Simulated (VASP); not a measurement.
A run of VASP 6.6.1 is set up as follows.

Contents of INCAR:

```
SYSTEM = SrO
PREC = Accurate
ENCUT = 520
EDIFF = 1E-7
ISMEAR = -1
SIGMA = 0.05
LREAL = .FALSE.
LASPH = .TRUE.
NELM = 100
ALGO = Normal
ISIF = 2
LWAVE = .FALSE.
LCHARG = .FALSE.
GGA = PE
NBANDS = 15
```

Contents of KPOINTS:

```
regular mesh
0
G
  9 9 9
  0 0 0
```

File POSCAR:

```
SrO
1.0
    0.0000000000      2.5973919292      2.5973919292
    2.5973919292      0.0000000000      2.5973919292
    2.5973919292      2.5973919292      0.0000000000
Sr O
1 1
Direct
    0.5000000000      0.5000000000      0.5000000000
    0.0000000000      0.0000000000      0.0000000000
```

Potentials or basis: VASP PAW PBE potentials, release 64 (Sr_sv, O).

The run is started by

```sh
$ cat potpaw_PBE.64/Sr_sv/POTCAR potpaw_PBE.64/O/POTCAR > POTCAR
$ mpirun -np 1 vasp_std > vasp.out
```

Question: Estimate the band gap on the k mesh.

Answer: 3.34 eV, indirect (least direct gap 3.45 eV).

Question: Predict the pressure.

Answer: 0.5 GPa.

A k mesh can miss the band edges.
